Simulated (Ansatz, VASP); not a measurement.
Ag2BrCl: VASP beside Ansatz

```
Cl Br Ag
1.0
     2.00768    1.15914    6.51735
    -2.00768    1.15914    6.51735
     0.00000   -2.31827    6.51735
Cl Br Ag
1 1 2
Direct
  0.00000 0.00000 0.00000
  0.50000 0.50000 0.50000
  0.25361 0.25361 0.25361
  0.74639 0.74639 0.74639
```

Alike in both runs: task single point; functional PBE; k mesh 8 × 8 × 8; no spin polarisation.

|  | VASP | Ansatz |
| --- | --- | --- |
| version | VASP 6.6.1 | Ansatz 0.2.0 |
| potentials or method | VASP PAW PBE potentials, release 64 (Cl, Br, Ag) | plane waves, PAW |
| plane-wave cutoff (eV) | 520 | 420 |
| occupations | gaussian, width 0.01 eV | fixed |
| valence electrons in the cell | 36 | 52 |

```tsv
	VASP	Ansatz	Ansatz less VASP
gap on the k mesh at the Fermi level (eV)	0.74	0.74	+0.002
pressure (GPa)	1.3	1.4	+0.09
rms of the force components (eV/Å)	0.012	0.013	+0.0007
```

Atom by atom the forces differ by 0.001 eV/Å (rms over components). VASP's potentials hold 36 valence electrons a cell and Ansatz's 52, so a difference there can come from the potentials and not from the codes.
